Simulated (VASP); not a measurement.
# CdS in VASP: notebook

CdS is run at these levels: PBE; tasks: single point.

Program: VASP 6.6.1. These are calculated values, not measurements. Logs are shortened: lines on timing, memory, paths and dates and some standing lists are left out, and cuts for length are marked.

## (1) The cell of the first run

Symmetry: Fm-3m, No. 225, cubic system. Conventional cell: a = 5.780 Å, b = 5.780 Å, c = 5.780 Å, α = 90.00°, β = 90.00°, γ = 90.00°. Cd (site symmetry m-3m) has 6 S at 2.89 Å within 3.8 Å. Within 3.8 Å of S (site symmetry m-3m) lie 6 Cd at 2.89 Å.

## (2) Single point, PBE (strain +6.0%)

INCAR reads:

```
  ALGO = Normal
  EDIFF = 1E-6
  ENCUT = 630
  GGA = PE
  GGA_COMPAT = False
  ISIF = 2
  ISMEAR = -1
  LASPH = True
  LCHARG = False
  LREAL = False
  LWAVE = False
  NBANDS = 20
  NELM = 120
  PREC = Accurate
  SIGMA = 0.02
```

KPOINTS reads:

```
k-points
0
Gamma
  8 8 8
```

POSCAR reads:

```
CdS
1.0
    0.0000000000      2.8898377816      2.8898377816
    2.8898377816      0.0000000000      2.8898377816
    2.8898377816      2.8898377816      0.0000000000
Cd S
1 1
Direct
    0.0000000000      0.0000000000      0.0000000000
    0.5000000000      0.5000000000      0.5000000000
```

Potentials or basis: VASP PAW PBE potentials, release 64 (Cd_sv_GW, S).

Run with:

```bash
cat potpaw_PBE.64/Cd_sv_GW/POTCAR potpaw_PBE.64/S/POTCAR > POTCAR
mpirun -np 1 vasp_std > vasp.out
```

OUTCAR:

```text
EDIFF = 1E-6
   ENCUT = 630
   GGA = PE
   ISIF = 2
   ISMEAR = -1
   LASPH = True
   LREAL = False
   NELM = 120
   PREC = Accurate

 ion  position               nearest neighbor table
   1  0.000  0.000  0.000-
   2  0.500  0.500  0.500-

  LATTYP: Found a face centered cubic cell.
 ALAT       =     5.7796755632

  Lattice vectors:

 A1 = (   0.0000000000,   2.8898377816,   2.8898377816)
 A2 = (   2.8898377816,   0.0000000000,   2.8898377816)
 A3 = (   2.8898377816,   2.8898377816,   0.0000000000)

Analysis of symmetry for initial positions (statically):
=====================================================================
 Subroutine PRICEL returns:
 Original cell was already a primitive cell.

 Routine SETGRP: Setting up the symmetry group for a
 face centered cubic supercell.

 Subroutine GETGRP returns: Found 48 space group operations
 (whereof 48 operations were pure point group operations)
 out of a pool of 48 trial point group operations.

The static configuration has the point symmetry O_h .

Analysis of symmetry for dynamics (positions and initial velocities):
=====================================================================
 Subroutine PRICEL returns:
 Original cell was already a primitive cell.

 Routine SETGRP: Setting up the symmetry group for a
 face centered cubic supercell.

 Subroutine GETGRP returns: Found 48 space group operations
 (whereof 48 operations were pure point group operations)
 out of a pool of 48 trial point group operations.

The dynamic configuration has the point symmetry O_h .

 Subroutine INISYM returns: Found 48 space group operations
 (whereof 48 operations are pure point group operations),
 and found     1 'primitive' translations

----------------------------------------------------------------------------------------

                                     Primitive cell

  volume of cell :      48.2670

  direct lattice vectors                    reciprocal lattice vectors
     0.000000000  2.889837782  2.889837782    -0.173020092  0.173020092  0.173020092
     2.889837782  0.000000000  2.889837782     0.173020092 -0.173020092  0.173020092
     2.889837782  2.889837782  0.000000000     0.173020092  0.173020092 -0.173020092

  length of vectors
     4.086847784  4.086847784  4.086847784     0.299679591  0.299679591  0.299679591

  position of ions in fractional coordinates (direct lattice)
     0.000000000  0.000000000  0.000000000
     0.500000000  0.500000000  0.500000000

  ion indices of the primitive-cell ions
   primitive index   ion index
                 1           1
                 2           2

----------------------------------------------------------------------------------------

 KPOINTS: k-points

Automatic generation of k-mesh.
 Grid dimensions read from file:
 generate k-points for:    8    8    8

 Generating k-lattice:

  Cartesian coordinates                     Fractional coordinates (reciprocal lattice)
    -0.021627512  0.021627512  0.021627512     0.125000000  0.000000000  0.000000000
     0.021627512 -0.021627512  0.021627512     0.000000000  0.125000000  0.000000000
     0.021627512  0.021627512 -0.021627512     0.000000000  0.000000000  0.125000000

  Length of vectors
     0.037459949  0.037459949  0.037459949

  Shift w.r.t. Gamma in fractional coordinates (k-lattice)
     0.000000000  0.000000000  0.000000000

 Subroutine IBZKPT returns following result:
 ===========================================

 Found     29 irreducible k-points:

 Following reciprocal coordinates:
            Coordinates               Weight
  0.000000  0.000000  0.000000      1.000000
  0.125000  0.000000  0.000000      8.000000
  0.250000  0.000000  0.000000      8.000000
  0.375000  0.000000  0.000000      8.000000
  0.500000  0.000000  0.000000      4.000000
  0.125000  0.125000  0.000000      6.000000
[... 16 lines left out ...]
  0.500000  0.250000  0.125000     48.000000
 -0.375000  0.250000  0.125000     24.000000
 [... further k-points ...]
   k-points           NKPTS =     29   k-points in BZ     NKDIM =     29   number of bands    NBANDS=     20
   number of dos      NEDOS =    301   number of ions     NIONS =      2
   total plane-waves  NPLWV =  46656
   dimension x,y,z NGX =    36 NGY =   36 NGZ =   36
   dimension x,y,z NGXF=    72 NGYF=   72 NGZF=   72
   ions per type =               1   1
   NGX,Y,Z   is equivalent  to a cutoff of  14.64, 14.64, 14.64 a.u.
   NGXF,Y,Z  is equivalent  to a cutoff of  29.29, 29.29, 29.29 a.u.
 SYSTEM =  unknown system
   PREC   = accura    normal or accurate (medium, high low for compatibility)
   ISTART =      0    job   : 0-new  1-cont  2-samecut
   ICHARG =      2    charge: 1-file 2-atom 10-const
   ISPIN  =      1    spin polarized calculation?
   LNONCOLLINEAR =      F non collinear calculations
   LSORBIT =      F    spin-orbit coupling
   LASPH  =      T    aspherical Exc in radial PAW
   ENCUT  =  630.0 eV  46.30 Ry    6.80 a.u.   8.36  8.36  8.36*2*pi/ulx,y,z
   NELM   =    120;   NELMIN=  2; NELMDL= -5     # of ELM steps
   EDIFF  = 0.1E-05   stopping-criterion for ELM
   LREAL  =      F    real-space projection
   EDIFFG = 0.1E-04   stopping-criterion for IOM
   NSW    =      0    number of steps for IOM
   IBRION =     -1    ionic relax: 0-MD 1-quasi-New 2-CG
   NFREE  =      0    steps in history (QN), initial steepest desc. (CG)
   ISIF   =      2    stress and relaxation
   ISYM   =      2    0-nonsym 1-usesym 2-fastsym
   POTIM  = 0.5000    time-step for ionic-motion
   TEBEG  =    0.0;   TEEND  =   0.0 temperature during run
   PSTRESS=    0.0 pullay stress
   NELECT =      26.0000    total number of electrons
   NUPDOWN=      -1.0000    fix difference up-down
   EMIN   =  10.00;   EMAX   =-10.00  energy-range for DOS
   EFERMI =   0.00;   METHOD = LEGACY
   ISMEAR =    -1;   SIGMA  =   0.02  broadening in eV -4-tet -1-fermi 0-gaus
   EFERMI_NEDOS =   21; number of points for ismear=-14 and -15
   IALGO  =     38    algorithm
   IMIX   =      4    mixing-type and parameters
     AMIX     =   0.40;   BMIX     =  1.00
     AMIX_MAG =   1.60;   BMIX_MAG =  1.00
  volume/ion in A,a.u.               =      24.13       162.86
  Fermi-wavevector in a.u.,A,eV,Ry     =   1.332036  2.517182 24.141072  1.774319
  Thomas-Fermi vector in A             =   2.461001
   LORBIT       =      0    0 simple, 1 ext, 2 COOP (PROOUT), +10 PAW based schemes
   GGA     = PE    functional components
   LHFCALC =     F    Hartree Fock is set to
   AEXX    =    0.0000 exact exchange contribution
   IVDW    =     0    specifies the selected vdW correction
   LEPSILON=     F    determine dielectric tensor
   LRPA    =     F    only Hartree local field effects (RPA)
 non-spin polarized calculation
  energy-cutoff  :      630.00
  volume of cell :       48.27
 maximum number of plane-waves:      1759
 NGX is ok and might be reduce to    36
   NGX = 17   NGY = 17   NGZ = 17

 number of electron      26.0000007 magnetization

 Free energy of the ion-electron system (eV)
  ---------------------------------------------------
  ext. energy  EPLUGINS =         0.00000000
  ---------------------------------------------------
  free energy    TOTEN  =        -5.76510888 eV

  energy without entropy =       -5.76504814  energy(sigma->0) =       -5.76507851

 E-fermi :   3.1690     XC(G=0):  -9.7217

 val. band max:        3.0458336363   @ k =  -0.2500   0.1250   0.0000
 cond. band min:       3.2463295359   @ k =   0.5000   0.5000   0.0000
 fundamental gap:      0.2004958996
 Fermi energy:         3.1689661213

 k-point     1 :       0.0000    0.0000    0.0000
  band No.  band energies     occupation
      1     -98.4494      2.00000
      2     -59.5111      2.00000
      3     -59.5111      2.00000
      4     -59.5111      2.00000
      5      -8.7660      2.00000
      6      -4.3568      2.00000
[... 12 lines left out ...]
     19      13.3975      0.00000
     20      13.3976      0.00000

 k-point     2 :       0.1250    0.0000    0.0000
  band No.  band energies     occupation
      1     -98.4494      2.00000
      2     -59.5112      2.00000
      3     -59.5111      2.00000
      4     -59.5111      2.00000
      5      -8.6704      2.00000
      6      -4.3802      2.00000
[... 12 lines left out ...]
     19      12.9117      0.00000
     20      13.3622      0.00000

 k-point     3 :       0.2500    0.0000    0.0000
  band No.  band energies     occupation
      1     -98.4494      2.00000
      2     -59.5114      2.00000
      3     -59.5112      2.00000
      4     -59.5112      2.00000
      5      -8.4205      2.00000
      6      -4.4425      2.00000
[... 12 lines left out ...]
     19      13.6006      0.00000
     20      13.6006      0.00000

 k-point     4 :       0.3750    0.0000    0.0000
  band No.  band energies     occupation
      1     -98.4494      2.00000
      2     -59.5116      2.00000
      3     -59.5112      2.00000
      4     -59.5112      2.00000
      5      -8.1351      2.00000
      6      -4.5032      2.00000
[... 12 lines left out ...]
     19      14.7849      0.00000
     20      14.7849      0.00000

 k-point     5 :       0.5000    0.0000    0.0000
  band No.  band energies     occupation
      1     -98.4494      2.00000
      2     -59.5117      2.00000
      3     -59.5112      2.00000
      4     -59.5112      2.00000
      5      -8.0031      2.00000
      6      -4.5280      2.00000
[... 12 lines left out ...]
     19      15.6579      0.00000
     20      15.6579      0.00000
[... 353 lines left out ...]
      6      -4.4467      2.00000
[... 12 lines left out ...]
     19      16.7698      0.00000
     20      17.3072      0.00000

 k-point    22 :       0.3750    0.2500    0.1250
  band No.  band energies     occupation
      1     -98.4494      2.00000
      2     -59.5114      2.00000
      3     -59.5113      2.00000
      4     -59.5112      2.00000
      5      -8.2864      2.00000
      6      -4.4345      2.00000
[... 12 lines left out ...]
     19      15.6493      0.00000
     20      15.9905      0.00000

 k-point    23 :       0.5000    0.2500    0.1250
  band No.  band energies     occupation
      1     -98.4494      2.00000
      2     -59.5116      2.00000
      3     -59.5113      2.00000
      4     -59.5112      2.00000
      5      -8.1028      2.00000
      6      -4.4547      2.00000
[... 12 lines left out ...]
     19      15.9459      0.00000
     20      16.3326      0.00000

 k-point    24 :      -0.3750    0.2500    0.1250
  band No.  band energies     occupation
      1     -98.4494      2.00000
      2     -59.5117      2.00000
      3     -59.5114      2.00000
      4     -59.5113      2.00000
      5      -8.0234      2.00000
      6      -4.4754      2.00000
[... 12 lines left out ...]
     19      14.5638      0.00000
     20      16.6974      0.00000

 [... further k-points ...]

------------------------ aborting loop because EDIFF is reached ----------------------------------------

  FORCE on cell =-STRESS in cart. coord.  units (eV):
  Direction    XX          YY          ZZ          XY          YZ          ZX
  --------------------------------------------------------------------------------------
  -------------------------------------------------------------------------------------
  Total       -2.3385333     -2.3385333     -2.3385333     -0.0000000     -0.0000000      0.0000000
  in kB      -77.6253809    -77.6253809    -77.6253809     -0.0000000     -0.0000000      0.0000000
  external PRESSURE =     -77.6253809 kB  Pullay stress =       0.0000000 kB

 VOLUME and BASIS-vectors are now :
 -----------------------------------------------------------------------------
  energy-cutoff  :      630.00
  volume of cell :       48.27
      direct lattice vectors                 reciprocal lattice vectors
     0.000000000  2.889837782  2.889837782    -0.173020092  0.173020092  0.173020092
     2.889837782  0.000000000  2.889837782     0.173020092 -0.173020092  0.173020092
     2.889837782  2.889837782  0.000000000     0.173020092  0.173020092 -0.173020092

 POSITION                                       TOTAL-FORCE (eV/Angst)
 -----------------------------------------------------------------------------------
      0.00000      0.00000      0.00000        -0.000000      0.000000     -0.000000
      2.88984      2.88984      2.88984         0.000000     -0.000000      0.000000
 -----------------------------------------------------------------------------------
    total drift:                               -0.000000      0.000000      0.000000

  FREE ENERGIE OF THE ION-ELECTRON SYSTEM (eV)
  ---------------------------------------------------
  free  energy   TOTEN  =        -5.7651088754 eV

  energy  without entropy=       -5.7650481394  energy(sigma->0) =       -5.76507851
```

It took 40 s on 1 thread of Intel Xeon Platinum 8259CL at 2.50GHz (Skylake/Cascade Lake), shared host; peak memory 0.23 GiB.

Results:

- Free energy: -5.7651 eV
- Pressure: -7.8 GPa
- Band gap on the k mesh: 0.20 eV (least direct gap 0.72 eV)

Levels at points of the mesh, in eV from the valence-band top:
```
           k point  band 10  band 11  band 12  band 13  band 14  band 15  band 16  band 17
(0.00, 0.00, 0.00)    -7.40    -0.47    -0.47    -0.47     0.25     9.15     9.15     9.15
(0.50, 0.00, 0.00)    -7.28    -4.09    -0.01    -0.01     3.58     5.49     5.93     5.93
(0.50, 0.50, 0.00)    -6.82    -3.24    -1.56    -1.56     0.20     6.24     8.76    10.04
```

Caveat: the cell differs from its parent crystal (strain +6.0%); the cell stands under tension; the structure was generated, so it needn't be the stable form of CdS; semilocal functionals underestimate gaps, and a narrow one can read as zero. A k mesh can miss the band edges.

(Part 1 of 2 ends here.)

The gap in the log of VASP goes by the Fermi energy; the results here count the filled bands.